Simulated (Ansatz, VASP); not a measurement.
**One calculation of Ir, two programs**

Contents of INCAR:

```
SYSTEM = Ir
PREC = Accurate ; ENCUT = 520
EDIFF = 1E-6 ; ISMEAR = 0
SIGMA = 0.15 ; LREAL = .FALSE.
LASPH = .TRUE. ; NELM = 60
ALGO = Normal ; ISIF = 2
LWAVE = .FALSE. ; LCHARG = .FALSE.
GGA = PE ; NBANDS = 10
```

File KPOINTS:

```
Automatic mesh
0
G
  22 22 22
  0 0 0
```

File POSCAR:

```
Ir
1.0
    0.0000000000      1.9197000000      2.0156850000
    1.9197000000      0.0000000000      2.0156850000
    1.9197000000      1.9197000000      0.0000000000
Ir
1
Direct
    0.0000000000      0.0000000000      0.0000000000
```

Input for Ansatz:

```yaml
crystal:
  lattice:
    - [0.0, 1.9197, 2.015685]
    - [1.9197, 0.0, 2.015685]
    - [1.9197, 1.9197, 0.0]
  atoms:
    - { symbol: Ir, position: [0.0, 0.0, 0.0] }
basis:
  ecutwfc: 420
kpoints:
  mp_grid: { grid: [22, 22, 22] }
hamiltonian:
  xc: pbe
scf:
  occupations: { method: gaussian, width: 0.15 }
output:
  forces: true
  stress: true
  eigenvalues: true
  write_density: true
  write_potential: true
  elf: true
  volumetric_format: npy
```

Change from the starting cell: strain +0.0500 x Voigt [0, 0, 1, 0, 0, 0], atoms carried along.

Alike in both runs: task single point; functional PBE; k mesh 22 × 22 × 22; occupations gaussian, width 0.15 eV; no spin polarisation.

```csv
,VASP,Ansatz
version,VASP 6.6.1,Ansatz 0.2.0
potentials or method,"VASP PAW PBE potentials, release 64 (Ir), cutoff 520 eV","scalar-relativistic, plane waves, PAW"
valence electrons in the cell,9,17
```

|  | VASP | Ansatz | Ansatz less VASP |
| --- | --- | --- | --- |
| gap on the k mesh at the Fermi level (eV) | none | none | - |
| pressure (GPa) | -6.9 | -7.3 | -0.41 |
| traceless stress, the component that is largest in VASP (GPa) | -10.77 | -10.84 | -0.076 |

A gap of «none» marks a metal or a gap that the smearing closes. The functional is the same, so the differences come from potentials, cutoffs and numerics. VASP's potentials hold 9 valence electrons a cell and Ansatz's 17, so a difference there can come from the potentials and not from the codes.

Neither program's run includes spin-orbit coupling.
